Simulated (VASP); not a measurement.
**BeTe: electric field gradients with r2SCAN**

BeTe:

```xyz
2
Lattice="0.0000 2.8315 2.8315 2.8315 0.0000 2.8315 2.8315 2.8315 0.0000" Properties=species:S:1:pos:R:3 pbc="T T T"
Be    0.0000    0.0000    0.0000
Te    1.4157    1.4157    1.4157
```

- Program: VASP 6.6.1
- Task: electric field gradients
- Functional: r2SCAN
- Potentials or basis: VASP PAW PBE potentials, release 64 (Be, Te)
- Cutoff: 520 eV
- k mesh: 8 × 8 × 8
- Occupations: fermi-dirac, width 0.02 eV
- Spin: no spin polarisation
- Dipole correction: no
- Further INCAR settings: ALGO = Normal; EDIFF = 1e-08; NBANDS = 11

```
Pressure               : 0.0 GPa
Band gap on the k mesh : 2.38 eV, indirect (least direct gap 4.03 eV)
```

Levels at points of the mesh, in eV from the valence-band top:
```tsv
k point	band 1	band 2	band 3	band 4	band 5	band 6	band 7	band 8	band 9
(0.00, 0.00, 0.00)	-12.67	0.00	0.00	0.00	4.03	4.03	4.03	4.38	9.01
(0.50, 0.00, 0.00)	-11.27	-5.66	-1.14	-1.14	3.51	5.02	5.02	8.47	11.69
(0.50, 0.50, 0.00)	-10.76	-5.25	-2.68	-2.68	2.38	3.01	10.46	10.46	12.42
```

It took 110 s on 1 thread of Intel Xeon 8259CL, with other jobs on the host, peak memory 0.18 GiB.

Caveat: without QUAD_EFG the Cq values of the log hold for a quadrupole moment of 1 mb, not for the nuclei; the PAW data sets were made with another functional, which shifts forces and pressure a little; spin-orbit coupling is left out, which moves the levels of the heavy elements. r2SCAN opens gaps a little over a GGA but as a rule still falls short of measured ones.
